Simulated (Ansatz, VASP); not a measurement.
## Two plane-wave programs on AlH2

```
Al H
1.0
    -1.86819    1.86819    4.58667
     1.86819   -1.86819    4.58667
     1.86819    1.86819   -4.58667
Al H
2 4
Direct
  0.00000 0.00000 0.00000
  0.75000 0.25000 0.50000
  0.21655 0.21655 0.00000
  0.96655 0.46655 0.50000
  0.53345 0.03345 0.50000
  0.78345 0.78345 0.00000
```

Alike in both runs: functional PBE; k mesh 14 × 14 × 14; occupations gaussian, width 0.1 eV; no spin polarisation.

Ansatz relaxed the structure, and its values are those at the end. VASP's run is a single point on that final structure, the one shown.

|  | VASP | Ansatz |
| --- | --- | --- |
| version | VASP 6.6.1 | Ansatz 0.2.0 |
| potentials or method | VASP PAW PBE potentials, release 64 (Al, H), cutoff 520 eV | scalar-relativistic, plane waves, PAW |
| valence electrons in the cell | 10 | 10 |

Ansatz gave:

| Quantity | Value |
| --- | --- |
| gap on the k mesh at the Fermi level (eV) | none |
| pressure (GPa) | 0.0 |

Task: What did VASP give for the same quantities?

Result: gap on the k mesh at the Fermi level (eV): none; pressure (GPa): -0.1.

A gap of «none» marks a metal or a gap that the smearing closes. The functional is the same, so the differences come from potentials, cutoffs and numerics.
